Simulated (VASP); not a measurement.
# Zn3CdTe4 (P-4m2) in VASP: notebook

Zn3CdTe4 is run at these levels: PBE; tasks: single point.

Program: VASP 6.6.1. These are calculated values, not measurements. Logs are shortened: lines on timing, memory, paths and dates and some standing lists are left out, and cuts for length are marked.

### Step 1. The cell of the first run

It takes space group P-4m2 (No. 115, tetragonal). The conventional cell has a = 4.346 Å, b = 4.346 Å, c = 12.384 Å, α = 90.00°, β = 90.00°, γ = 90.00°. Zn (site symmetry 2mm) has 4 Te at 2.63 Å within 3.5 Å. Zn (site symmetry -4m2) has 4 Te at 2.63 Å within 3.5 Å. Cd (site symmetry -4m2) has 4 Te at 2.78 Å within 3.7 Å. Within 3.5 Å of Te (site symmetry 2mm) lie 4 Zn at 2.63 Å. Te (site symmetry 2mm) has 2 Zn at 2.63 Å and 2 Cd at 2.78 Å within 3.5 Å.

### Step 2. Single point, PBE (29.23 Å³/atom)

INCAR

```
  PREC = Accurate
  ENCUT = 520
  EDIFF = 1E-6
  ISMEAR = 0
  SIGMA = 0.02
  LREAL = F
  LASPH = T
  NELM = 80
  ALGO = Normal
  ISIF = 2
  LWAVE = F
  LCHARG = F
  GGA = PE
  NBANDS = 46
```

KPOINTS

```
regular mesh
0
Gamma
  6 6 2
```

POSCAR

```
Zn3CdTe4
1.0
    4.3455386371      0.0000000000      0.0000000000
    0.0000000000      4.3455386371      0.0000000000
    0.0000000000      0.0000000000     12.3839573879
Zn Cd Te
3 1 4
Direct
    0.0000000000      0.0000000000      0.7596972468
    0.5000000000      0.5000000000      0.0000000000
    0.0000000000      0.0000000000      0.2403027532
    0.5000000000      0.5000000000      0.5000000000
    0.5000000000      0.0000000000      0.8798946651
    0.0000000000      0.5000000000      0.1201053349
    0.5000000000      0.0000000000      0.3595929268
    0.0000000000      0.5000000000      0.6404070732
```

Potentials or basis: VASP PAW PBE potentials, release 64 (Zn, Cd, Te).

The run is started by

```bash
> cat potpaw_PBE.64/Zn/POTCAR potpaw_PBE.64/Cd/POTCAR potpaw_PBE.64/Te/POTCAR > POTCAR
> mpirun -np 1 vasp_std > vasp.out
```

OUTCAR:

```text
PREC = Accurate
   ENCUT = 520
   EDIFF = 1E-6
   ISMEAR = 0
   LREAL = F
   LASPH = T
   NELM = 80
   ISIF = 2
   GGA = PE

 ion  position               nearest neighbor table
   1  0.000  0.000  0.760-   8 2.63   8 2.63   5 2.63   5 2.63
   2  0.500  0.500  0.000-   5 2.63   6 2.63   5 2.63   6 2.63
   3  0.000  0.000  0.240-   7 2.63   7 2.63   6 2.63   6 2.63
   4  0.500  0.500  0.500-   7 2.78   8 2.78   7 2.78   8 2.78
   5  0.500  0.000  0.880-   2 2.63   2 2.63   1 2.63   1 2.63
   6  0.000  0.500  0.120-   2 2.63   2 2.63   3 2.63   3 2.63
   7  0.500  0.000  0.360-   3 2.63   3 2.63   4 2.78   4 2.78
   8  0.000  0.500  0.640-   1 2.63   1 2.63   4 2.78   4 2.78

  LATTYP: Found a simple tetragonal cell.
 ALAT       =     4.3455386371
 C/A-ratio  =     2.8498095224

  Lattice vectors:

 A1 = (   4.3455386371,   0.0000000000,   0.0000000000)
 A2 = (   0.0000000000,   4.3455386371,   0.0000000000)
 A3 = (   0.0000000000,   0.0000000000,  12.3839573879)

Analysis of symmetry for initial positions (statically):
=====================================================================
 Subroutine PRICEL returns:
 Original cell was already a primitive cell.

 Routine SETGRP: Setting up the symmetry group for a
 simple tetragonal supercell.

 Subroutine GETGRP returns: Found  8 space group operations
 (whereof  8 operations were pure point group operations)
 out of a pool of 16 trial point group operations.

The static configuration has the point symmetry D_2d.

Analysis of symmetry for dynamics (positions and initial velocities):
=====================================================================
 Subroutine PRICEL returns:
 Original cell was already a primitive cell.

 Routine SETGRP: Setting up the symmetry group for a
 simple tetragonal supercell.

 Subroutine GETGRP returns: Found  8 space group operations
 (whereof  8 operations were pure point group operations)
 out of a pool of 16 trial point group operations.

The dynamic configuration has the point symmetry D_2d.

 Subroutine INISYM returns: Found  8 space group operations
 (whereof  8 operations are pure point group operations),
 and found     1 'primitive' translations

----------------------------------------------------------------------------------------

                                     Primitive cell

  volume of cell :     233.8550

  direct lattice vectors                    reciprocal lattice vectors
     4.345538637  0.000000000  0.000000000     0.230121070  0.000000000  0.000000000
     0.000000000  4.345538637  0.000000000     0.000000000  0.230121070  0.000000000
     0.000000000  0.000000000 12.383957388     0.000000000  0.000000000  0.080749632

  length of vectors
     4.345538637  4.345538637 12.383957388     0.230121070  0.230121070  0.080749632

  position of ions in fractional coordinates (direct lattice)
     0.000000000  0.000000000  0.759697247
     0.500000000  0.500000000  0.000000000
     0.000000000  0.000000000  0.240302753
     0.500000000  0.500000000  0.500000000
     0.500000000  0.000000000  0.879894665
     0.000000000  0.500000000  0.120105335
     0.500000000  0.000000000  0.359592927
     0.000000000  0.500000000  0.640407073

  ion indices of the primitive-cell ions
   primitive index   ion index
                 1           1
                 2           2
                 3           3
                 4           4
                 5           5
                 6           6
                 7           7
                 8           8

----------------------------------------------------------------------------------------

 KPOINTS: regular mesh

Automatic generation of k-mesh.
 Grid dimensions read from file:
 generate k-points for:    6    6    2

 Generating k-lattice:

  Cartesian coordinates                     Fractional coordinates (reciprocal lattice)
     0.038353512  0.000000000  0.000000000     0.166666667  0.000000000  0.000000000
     0.000000000  0.038353512  0.000000000     0.000000000  0.166666667  0.000000000
     0.000000000  0.000000000  0.040374816     0.000000000  0.000000000  0.500000000

  Length of vectors
     0.038353512  0.038353512  0.040374816

  Shift w.r.t. Gamma in fractional coordinates (k-lattice)
     0.000000000  0.000000000  0.000000000

 Subroutine IBZKPT returns following result:
 ===========================================

 Found     20 irreducible k-points:

 Following reciprocal coordinates:
            Coordinates               Weight
  0.000000  0.000000  0.000000      1.000000
  0.166667  0.000000  0.000000      4.000000
  0.333333  0.000000  0.000000      4.000000
  0.500000  0.000000  0.000000      2.000000
  0.166667  0.166667  0.000000      4.000000
  0.333333  0.166667  0.000000      8.000000
[... 12 lines left out ...]
  0.500000  0.333333  0.500000      4.000000
  0.500000  0.500000  0.500000      1.000000
   k-points           NKPTS =     20   k-points in BZ     NKDIM =     20   number of bands    NBANDS=     46
   number of dos      NEDOS =    301   number of ions     NIONS =      8
   total plane-waves  NPLWV =  98304
   dimension x,y,z NGX =    32 NGY =   32 NGZ =   96
   dimension x,y,z NGXF=    64 NGYF=   64 NGZF=  192
   ions per type =               3   1   4
   NGX,Y,Z   is equivalent  to a cutoff of  12.24, 12.24, 12.89 a.u.
   NGXF,Y,Z  is equivalent  to a cutoff of  24.48, 24.48, 25.77 a.u.
 SYSTEM =  unknown system
   PREC   = accura    normal or accurate (medium, high low for compatibility)
   ISTART =      0    job   : 0-new  1-cont  2-samecut
   ICHARG =      2    charge: 1-file 2-atom 10-const
   ISPIN  =      1    spin polarized calculation?
   LNONCOLLINEAR =      F non collinear calculations
   LSORBIT =      F    spin-orbit coupling
   LASPH  =      T    aspherical Exc in radial PAW
   ENCUT  =  520.0 eV  38.22 Ry    6.18 a.u.   8.08  8.08 23.03*2*pi/ulx,y,z
   NELM   =     80;   NELMIN=  2; NELMDL= -5     # of ELM steps
   EDIFF  = 0.1E-05   stopping-criterion for ELM
   LREAL  =      F    real-space projection
   EDIFFG = 0.1E-04   stopping-criterion for IOM
   NSW    =      0    number of steps for IOM
   IBRION =     -1    ionic relax: 0-MD 1-quasi-New 2-CG
   NFREE  =      0    steps in history (QN), initial steepest desc. (CG)
   ISIF   =      2    stress and relaxation
   ISYM   =      2    0-nonsym 1-usesym 2-fastsym
   POTIM  = 0.5000    time-step for ionic-motion
   TEBEG  =    0.0;   TEEND  =   0.0 temperature during run
   PSTRESS=    0.0 pullay stress
   NELECT =      72.0000    total number of electrons
   NUPDOWN=      -1.0000    fix difference up-down
   EMIN   =  10.00;   EMAX   =-10.00  energy-range for DOS
   EFERMI =   0.00;   METHOD = LEGACY
   ISMEAR =     0;   SIGMA  =   0.02  broadening in eV -4-tet -1-fermi 0-gaus
   EFERMI_NEDOS =   21; number of points for ismear=-14 and -15
   IALGO  =     38    algorithm
   IMIX   =      4    mixing-type and parameters
     AMIX     =   0.40;   BMIX     =  1.00
     AMIX_MAG =   1.60;   BMIX_MAG =  1.00
  volume/ion in A,a.u.               =      29.23       197.27
  Fermi-wavevector in a.u.,A,eV,Ry     =   1.105444  2.088986 16.626409  1.222007
  Thomas-Fermi vector in A             =   2.241931
   LORBIT       =      0    0 simple, 1 ext, 2 COOP (PROOUT), +10 PAW based schemes
   GGA     = PE    functional components
   LHFCALC =     F    Hartree Fock is set to
   AEXX    =    0.0000 exact exchange contribution
   IVDW    =     0    specifies the selected vdW correction
   LEPSILON=     F    determine dielectric tensor
   LRPA    =     F    only Hartree local field effects (RPA)
 non-spin polarized calculation
 Gauss-broadening in eV      SIGMA  =   0.02
  energy-cutoff  :      520.00
  volume of cell :      233.86
 maximum number of plane-waves:      6336
   NGX = 17   NGY = 17   NGZ = 47

 number of electron      71.9999971 magnetization

 Free energy of the ion-electron system (eV)
  ---------------------------------------------------
  ext. energy  EPLUGINS =         0.00000000
  ---------------------------------------------------
  free energy    TOTEN  =       -20.16494848 eV

  energy without entropy =      -20.16494848  energy(sigma->0) =      -20.16494848

 E-fermi :   3.3121     XC(G=0):  -8.9345

 val. band max:        3.1776544858   @ k =   0.0000   0.0000   0.0000
 cond. band min:       4.3054147314   @ k =   0.0000   0.0000   0.0000
 fundamental gap:      1.1277602456
 Fermi energy:         3.3120821185

 k-point     1 :       0.0000    0.0000    0.0000
  band No.  band energies     occupation
      1      -8.6129      2.00000
      2      -8.1951      2.00000
      3      -7.9978      2.00000
      4      -7.5242      2.00000
      5      -5.1958      2.00000
      6      -5.1958      2.00000
[... 38 lines left out ...]
     45       7.6071      0.00000
     46       7.6148      0.00000

 k-point     2 :       0.1667    0.0000    0.0000
  band No.  band energies     occupation
      1      -8.4939      2.00000
      2      -8.1179      2.00000
      3      -7.9395      2.00000
      4      -7.5297      2.00000
      5      -5.1926      2.00000
      6      -5.1855      2.00000
[... 38 lines left out ...]
     45       7.7690      0.00000
     46       8.2269      0.00000

 k-point     3 :       0.3333    0.0000    0.0000
  band No.  band energies     occupation
      1      -8.1860      2.00000
      2      -7.9475      2.00000
      3      -7.8251      2.00000
      4      -7.5978      2.00000
      5      -5.1861      2.00000
      6      -5.1486      2.00000
[... 822 lines left out ...]
     45       9.7719      0.00000
     46       9.8405      0.00000

 k-point    20 :       0.5000    0.5000    0.5000
  band No.  band energies     occupation
      1      -7.5854      2.00000
      2      -7.5854      2.00000
      3      -7.5038      2.00000
      4      -7.5038      2.00000
      5      -5.1018      2.00000
      6      -5.0632      2.00000
[... 38 lines left out ...]
     45      10.8044      0.00000
     46      10.8049      0.00000

------------------------ aborting loop because EDIFF is reached ----------------------------------------

  FORCE on cell =-STRESS in cart. coord.  units (eV):
  Direction    XX          YY          ZZ          XY          YZ          ZX
  --------------------------------------------------------------------------------------
  -------------------------------------------------------------------------------------
  Total        4.4246083      4.4246083      4.4367578      0.0000000      0.0000000      0.0000000
  in kB       30.3136846     30.3136846     30.3969232      0.0000000      0.0000000      0.0000000
  external PRESSURE =      30.3414308 kB  Pullay stress =       0.0000000 kB

 VOLUME and BASIS-vectors are now :
 -----------------------------------------------------------------------------
  energy-cutoff  :      520.00
  volume of cell :      233.86
      direct lattice vectors                 reciprocal lattice vectors
     4.345538637  0.000000000  0.000000000     0.230121070  0.000000000  0.000000000
     0.000000000  4.345538637  0.000000000     0.000000000  0.230121070  0.000000000
     0.000000000  0.000000000 12.383957388     0.000000000  0.000000000  0.080749632

 POSITION                                       TOTAL-FORCE (eV/Angst)
 -----------------------------------------------------------------------------------
      0.00000      0.00000      9.40806        -0.000000      0.000000     -0.000685
      2.17277      2.17277      0.00000         0.000000     -0.000000      0.000000
      0.00000      0.00000      2.97590         0.000000      0.000000      0.000685
      2.17277      2.17277      6.19198         0.000000      0.000000      0.000000
      2.17277      0.00000     10.89658         0.000000      0.000000      0.000070
      0.00000      2.17277      1.48738         0.000000      0.000000     -0.000070
      2.17277      0.00000      4.45318         0.000000      0.000000     -0.007948
      0.00000      2.17277      7.93077        -0.000000      0.000000      0.007948
 -----------------------------------------------------------------------------------
    total drift:                                0.000000     -0.000000      0.000000

  FREE ENERGIE OF THE ION-ELECTRON SYSTEM (eV)
  ---------------------------------------------------
  free  energy   TOTEN  =       -20.1649484769 eV

  energy  without entropy=      -20.1649484769  energy(sigma->0) =      -20.16494848
```

It took 4 min on 1 thread of Intel Xeon Platinum 8259CL at 2.50GHz (Skylake/Cascade Lake), shared host; peak memory 0.42 GiB.

Results:

```
Free energy            : -20.1649 eV
Pressure               : 3.0 GPa
Largest force          : 0.008 eV/Å
Band gap on the k mesh : 1.13 eV
```

Forces on the atoms (eV/Å):
```
Zn   0.000  0.000 -0.001
Zn   0.000  0.000  0.000
Zn   0.000  0.000  0.001
Cd   0.000  0.000  0.000
Te   0.000  0.000  0.000
Te   0.000  0.000  0.000
Te   0.000  0.000 -0.008
Te   0.000  0.000  0.008
```

Caveat: the cell stands under pressure; spin-orbit coupling is left out, which moves the levels of the heavy elements.

### Step 3. Single point, PBE (30.16 Å³/atom)

This run uses another cell than the first one, of 30.16 Å³/atom.

INCAR

```
PREC = Accurate
ENCUT = 520
EDIFF = 1E-6
ISMEAR = 0
SIGMA = 0.02
LREAL = False
LASPH = True
NELM = 100
ALGO = Normal
ISIF = 2
LWAVE = False
LCHARG = True
GGA = PE
LELF = True
LVHAR = True
NBANDS = 46
```

KPOINTS is that of step 2.

POSCAR

```
Zn3CdTe4
1.0
    4.3920512633      0.0000000000      0.0000000000
    0.0000000000      4.3920512633      0.0000000000
    0.0000000000      0.0000000000     12.5099553611
Zn Cd Te
3 1 4
Direct
    0.0000000000      0.0000000000      0.7595556359
    0.5000000000      0.5000000000      0.0000000000
    0.0000000000      0.0000000000      0.2404443641
    0.5000000000      0.5000000000      0.5000000000
    0.5000000000      0.0000000000      0.8798329002
    0.0000000000      0.5000000000      0.1201670998
    0.5000000000      0.0000000000      0.3597966850
    0.0000000000      0.5000000000      0.6402033150
```

Potentials or basis: VASP PAW PBE potentials, release 64 (Zn, Cd, Te).

The run is started by

```bash
> cat potpaw_PBE.64/Zn/POTCAR potpaw_PBE.64/Cd/POTCAR potpaw_PBE.64/Te/POTCAR > POTCAR
> mpirun -np 1 vasp_std > vasp.out
```

OUTCAR:

```text
PREC = Accurate
   ENCUT = 520
   EDIFF = 1E-6
   ISMEAR = 0
   LREAL = False
   LASPH = True
   NELM = 100
   ISIF = 2
   GGA = PE

 ion  position               nearest neighbor table
   1  0.000  0.000  0.760-   8 2.66   8 2.66   5 2.66   5 2.66
   2  0.500  0.500  0.000-   5 2.66   6 2.66   5 2.66   6 2.66
   3  0.000  0.000  0.240-   7 2.66   7 2.66   6 2.66   6 2.66
   4  0.500  0.500  0.500-   7 2.81   8 2.81   7 2.81   8 2.81
   5  0.500  0.000  0.880-   2 2.66   2 2.66   1 2.66   1 2.66
   6  0.000  0.500  0.120-   2 2.66   2 2.66   3 2.66   3 2.66
   7  0.500  0.000  0.360-   3 2.66   3 2.66   4 2.81   4 2.81
   8  0.000  0.500  0.640-   1 2.66   1 2.66   4 2.81   4 2.81

  LATTYP: Found a simple tetragonal cell.
 ALAT       =     4.3920512633
 C/A-ratio  =     2.8483172466

  Lattice vectors:

 A1 = (   4.3920512633,   0.0000000000,   0.0000000000)
 A2 = (   0.0000000000,   4.3920512633,   0.0000000000)
 A3 = (   0.0000000000,   0.0000000000,  12.5099553611)

[... 184 lines left out ...]
 val. band max:        2.8715234900   @ k =   0.0000   0.0000   0.0000
 cond. band min:       3.8684961242   @ k =   0.0000   0.0000   0.0000
 fundamental gap:      0.9969726341
 Fermi energy:         2.9713283869

 k-point     1 :       0.0000    0.0000    0.0000
  band No.  band energies     occupation
      1      -8.7186      2.00000
      2      -8.3259      2.00000
      3      -8.1407      2.00000
      4      -7.7012      2.00000
      5      -5.3978      2.00000
      6      -5.3978      2.00000
[... 969 lines left out ...]
     45      10.4164      0.00000
     46      10.4164      0.00000

------------------------ aborting loop because EDIFF is reached ----------------------------------------

  FORCE on cell =-STRESS in cart. coord.  units (eV):
  Direction    XX          YY          ZZ          XY          YZ          ZX
  --------------------------------------------------------------------------------------
  -------------------------------------------------------------------------------------
  Total        2.1679918      2.1679918      2.1665256      0.0000000      0.0000000      0.0000000
  in kB       14.3938727     14.3938727     14.3841379      0.0000000      0.0000000      0.0000000
  external PRESSURE =      14.3906278 kB  Pullay stress =       0.0000000 kB

 VOLUME and BASIS-vectors are now :
 -----------------------------------------------------------------------------
  energy-cutoff  :      520.00
  volume of cell :      241.32
      direct lattice vectors                 reciprocal lattice vectors
     4.392051263  0.000000000  0.000000000     0.227684046  0.000000000  0.000000000
     0.000000000  4.392051263  0.000000000     0.000000000  0.227684046  0.000000000
     0.000000000  0.000000000 12.509955361     0.000000000  0.000000000  0.079936336

 POSITION                                       TOTAL-FORCE (eV/Angst)
 -----------------------------------------------------------------------------------
      0.00000      0.00000      9.50201        -0.000000      0.000000      0.001455
      2.19603      2.19603      0.00000         0.000000     -0.000000      0.000000
      0.00000      0.00000      3.00795         0.000000      0.000000     -0.001455
      2.19603      2.19603      6.25498         0.000000      0.000000      0.000000
      2.19603      0.00000     11.00667         0.000000      0.000000     -0.000576
      0.00000      2.19603      1.50329        -0.000000      0.000000      0.000576
      2.19603      0.00000      4.50104         0.000000      0.000000     -0.008100
      0.00000      2.19603      8.00891         0.000000      0.000000      0.008100
 -----------------------------------------------------------------------------------
    total drift:                                0.000000      0.000000      0.000000

  FREE ENERGIE OF THE ION-ELECTRON SYSTEM (eV)
  ---------------------------------------------------
  free  energy   TOTEN  =       -20.2679333815 eV

  energy  without entropy=      -20.2679333815  energy(sigma->0) =      -20.26793338
```

OSZICAR:

```text
N       E                     dE             d eps       ncg     rms          rms(c)
DAV:   1     0.512353912166E+03    0.51235E+03   -0.31352E+04  1840   0.157E+03
DAV:   2     0.319111388276E+02   -0.48044E+03   -0.46378E+03  1854   0.367E+02
DAV:   3    -0.191994575003E+02   -0.51111E+02   -0.50503E+02  2102   0.121E+02
DAV:   4    -0.209925586126E+02   -0.17931E+01   -0.17884E+01  2148   0.205E+01
DAV:   5    -0.210328625663E+02   -0.40304E-01   -0.40301E-01  2220   0.286E+00    0.956E+00
DAV:   6    -0.202919312427E+02    0.74093E+00   -0.22817E+00  2348   0.217E+01    0.745E+00
DAV:   7    -0.202672313606E+02    0.24700E-01   -0.99727E-01  2052   0.536E+00    0.277E+00
DAV:   8    -0.202703543798E+02   -0.31230E-02   -0.37238E-02  2008   0.133E+00    0.101E+00
DAV:   9    -0.202676960882E+02    0.26583E-02   -0.72851E-03  2060   0.574E-01    0.533E-01
DAV:  10    -0.202678533123E+02   -0.15722E-03   -0.40055E-03  2204   0.468E-01    0.953E-02
DAV:  11    -0.202678676064E+02   -0.14294E-04   -0.51800E-04  2106   0.352E-01    0.388E-02
DAV:  12    -0.202678991367E+02   -0.31530E-04   -0.71305E-05  2188   0.104E-01    0.239E-02
DAV:  13    -0.202679313748E+02   -0.32238E-04   -0.51024E-05  2010   0.520E-02    0.610E-03
DAV:  14    -0.202679327866E+02   -0.14118E-05   -0.89307E-06  2198   0.475E-02    0.474E-03
DAV:  15    -0.202679333815E+02   -0.59491E-06   -0.27266E-06  1756   0.288E-02
   1 F= -.20267933E+02 E0= -.20267933E+02  d E =-.479861E-14
```

Run time: 4.3 min. Hardware: 1 thread of Intel Xeon Platinum 8259CL at 2.50GHz (Skylake/Cascade Lake), shared host; peak memory 0.46 GiB.

What came out:

```yaml
Free_energy: -20.2679 eV
Pressure: 1.4 GPa
Largest_force: 0.008 eV/Å
Band_gap_on_the_k_mesh: 1.00 eV
```

Forces in eV/Å, atoms in the order of the input:
```
Zn   0.000  0.000  0.001
Zn   0.000  0.000  0.000
Zn   0.000  0.000 -0.001
Cd   0.000  0.000  0.000
Te   0.000  0.000 -0.001
Te   0.000  0.000  0.001
Te   0.000  0.000 -0.008
Te   0.000  0.000  0.008
```

Caveat: spin-orbit coupling is left out, which moves the levels of the heavy elements.

[end of part 1 of 2]
